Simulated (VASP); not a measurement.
Zr: single point with r2SCAN

The system is Zr.

```
CELL_PARAMETERS angstrom
3.24637 0.00000 0.00000
-1.62318 2.81144 0.00000
0.00000 0.00000 5.14999
ATOMIC_POSITIONS crystal
Zr 0.33333 0.66667 0.25000
Zr 0.66667 0.33333 0.75000
```

```yaml
Program: VASP 6.6.1
Task: single point
Functional: r2SCAN
Potentials_or_basis: VASP PAW PBE potentials, release 64 (Zr_sv)
Cutoff: 520 eV
k_mesh: 12 × 12 × 7
Occupations: gaussian, width 0.1 eV
Spin: no spin polarisation
```

```json
{
  "Pressure": "0.1 GPa",
  "Band gap on the k mesh": "zero (bands 12 and 13 overlap by 1.23 eV)"
}
```

Stress tensor (GPa, compression positive):
```
0.04 0.00 0.00
0.00 0.04 0.00
0.00 0.00 0.18
```

Levels at points of the mesh, in eV from the Fermi level:
| k point | band 10 | band 11 | band 12 | band 13 | band 14 | band 15 |
| --- | --- | --- | --- | --- | --- | --- |
| (0.00, 0.00, 0.00) | -3.19 | 0.96 | 0.96 | 1.02 | 1.16 | 1.70 |
| (0.50, 0.00, 0.00) | -2.65 | -2.23 | -0.41 | 0.65 | 0.85 | 1.58 |

It took 3.3 min on 1 thread of Intel Xeon 8259CL, with other jobs on the host, peak memory 0.2 GiB.

Caveat: the PAW data sets were made with another functional, which shifts forces and pressure a little.
